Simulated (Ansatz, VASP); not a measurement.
# Two plane-wave programs on Sc3B2Sb

The input INCAR:

```
SYSTEM = Sc3B2Sb
  PREC = Accurate
  ENCUT = 520
  EDIFF = 1E-6
  ISMEAR = 0
  SIGMA = 0.1
  LREAL = .False.
  LASPH = .True.
  NELM = 150
  ALGO = Normal
  ISIF = 2
  LWAVE = .False.
  LCHARG = .True.
  ISPIN = 2
  MAGMOM = 1 1 1 0 0 0
  LORBIT = 11
  LMAXMIX = 4
  GGA = PE
  LELF = .True.
  LVHAR = .True.
  NBANDS = 35
```

KPOINTS

```
Automatic mesh
0
Gamma
  3 3 6
  0 0 0
```

Contents of POSCAR:

```
Sc3B2Sb
1.0
    6.7914150554      0.0000000000      0.0000000000
   -3.3957075277      5.8815379656      0.0000000000
    0.0000000000      0.0000000000      3.1656057548
Sc B Sb
3 2 1
Direct
    0.4836377173      0.5163622827      0.0000000000
    0.4836377173      0.9672754346      0.0000000000
    0.0327245654      0.5163622827      0.0000000000
    0.6666666667      0.3333333333      0.0000000000
    0.6666666667      0.3333333333      0.5000000000
    0.0000000000      0.0000000000      0.0000000000
```

Input for Ansatz:

```yaml
crystal:
  lattice:
    - [6.7914150554, 0.0, 0.0]
    - [-3.3957075277, 5.8815379656, 0.0]
    - [0.0, 0.0, 3.1656057548]
  atoms:
    - { symbol: Sc, position: [0.4836377173, 0.5163622827, 0.0], spin: 1.0 }
    - { symbol: Sc, position: [0.4836377173, 0.9672754346, 0.0], spin: 1.0 }
    - { symbol: Sc, position: [0.0327245654, 0.5163622827, 0.0], spin: 1.0 }
    - { symbol: B, position: [0.6666666667, 0.3333333333, 0.0] }
    - { symbol: B, position: [0.6666666667, 0.3333333333, 0.5] }
    - { symbol: Sb, position: [0.0, 0.0, 0.0] }
basis:
  ecutwfc: 420
kpoints:
  mp_grid: { grid: [3, 3, 6] }
hamiltonian:
  xc: pbe
scf:
  occupations: { method: gaussian, width: 0.1 }
  lower_state_search: "off"
output:
  forces: true
  stress: true
  eigenvalues: true
  populations: true
magnetization:
  spin_polarized: true
```

Alike in both runs: task single point; functional PBE; k mesh 3 × 3 × 6; occupations gaussian, width 0.1 eV; collinear spin.

```csv
,VASP,Ansatz
version,VASP 6.6.1,Ansatz 0.2.0
potentials or method,"VASP PAW PBE potentials, release 64 (Sc_sv, B, Sb), cutoff 520 eV","scalar-relativistic, plane waves, PAW"
valence electrons in the cell,44,54
```

```tsv
	VASP	Ansatz	Ansatz less VASP
gap on the k mesh at the Fermi level (eV)	none	none	-
pressure (GPa)	0.2	0.1	-0.10
traceless stress, the component that is largest in VASP (GPa)	-0.53	-0.45	+0.075
rms of the force components (eV/Å)	0.012	0.027	+0.0152
net moment per atom (μB)	0.35	0.35	0.000
size of the moment on the site where the two differ most (μB)	0.42	0.26	-0.162
```

Site moments also hang on the region over which each program counts them. Atom by atom the forces differ by 0.015 eV/Å (rms over components). A gap of «none» marks a metal or a gap that the smearing closes. VASP's potentials hold 44 valence electrons a cell and Ansatz's 54, so a difference there can come from the potentials and not from the codes.

Neither program's run includes spin-orbit coupling.
